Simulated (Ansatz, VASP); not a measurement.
# Li4SO: VASP beside Ansatz

```
Li S O
1.0
     1.84329    1.06422    5.81925
    -1.84329    1.06422    5.81925
     0.00000   -2.12845    5.81925
Li S O
4 1 1
Direct
  0.61145 0.61145 0.61145
  0.13649 0.13649 0.13649
  0.86351 0.86351 0.86351
  0.38855 0.38855 0.38855
  0.00000 0.00000 0.00000
  0.50000 0.50000 0.50000
```

Alike in both runs: task single point; functional PBEsol; k mesh 9 × 9 × 9; occupations gaussian, width 0.02 eV; no spin polarisation.

|  | VASP | Ansatz |
| --- | --- | --- |
| version | VASP 6.6.1 | Ansatz 0.2.0 |
| potentials or method | VASP PAW PBE potentials, release 64 (Li_sv, S, O), cutoff 520 eV | scalar-relativistic, plane waves, PAW |
| valence electrons in the cell | 24 | 24 |

VASP gave:

- gap on the k mesh at the Fermi level (eV): 2.96
- least direct gap on the mesh (eV): 3.21

Q: Which values does Ansatz return?

A: gap on the k mesh at the Fermi level (eV): 2.96; least direct gap on the mesh (eV): 3.20.

VASP's potentials were made for PBE, not for PBEsol. With one functional, cell and mesh, what is left measures potentials, basis and numerics.

Noted on VASP's run: the cutoff is under 1.25 times that of the potentials, so the pressure is a little rough.
